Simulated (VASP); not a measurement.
InAgS:

```xyz
3
Lattice="4.2570 0.0000 0.0000 -2.1285 3.6866 0.0000 0.0000 0.0000 4.6046" Properties=species:S:1:pos:R:3 pbc="T T T"
In    0.0000    0.0000    0.0000
Ag    2.1285    1.2289    2.3023
S     0.0000    2.4578    2.3023
```

```yaml
Program: VASP 6.6.1
Task: relaxation of cell and atoms
Functional: PBE
Potentials_or_basis: VASP PAW PBE potentials, release 64 (In_d, Ag, S)
Cutoff: 600 eV
k_mesh: 12 × 12 × 10
Occupations: gaussian, width 0.1 eV
Spin: no spin polarisation
```

At the start: pressure 1.5 GPa; volume 24.09 Å³/atom.

Q: Where does the relaxation end?

A: Over 7 steps the energy falls by 13.0 meV/atom and the volume is 24.02 Å³/atom (-0.3 %); space group P-6m2 (No. 187, to 0.05 Å).

Step by step:
```
step  energy change (eV)  largest force (eV/Å)  pressure (GPa)  volume (Å³)
   1              0.0000                0.0000            1.49        72.26
   2             -0.0237                0.0000           -0.48        74.62
   3             -0.0237                0.0000           -0.60        74.78
   4             -0.0301                0.0000           -0.47        74.14
   5             -0.0375                0.0000           -0.19        72.92
   6             -0.0336                0.0000            0.43        70.42
   7             -0.0390                0.0000           -0.01        72.05
```

Final structure:
```
In Ag S
1.0
     4.36935    0.00000    0.00000
    -2.18468    3.78397    0.00000
     0.00000    0.00000    4.35780
In Ag S
1 1 1
Direct
  0.00000 0.00000 0.00000
  0.66667 0.33333 0.50000
  0.33333 0.66667 0.50000
```
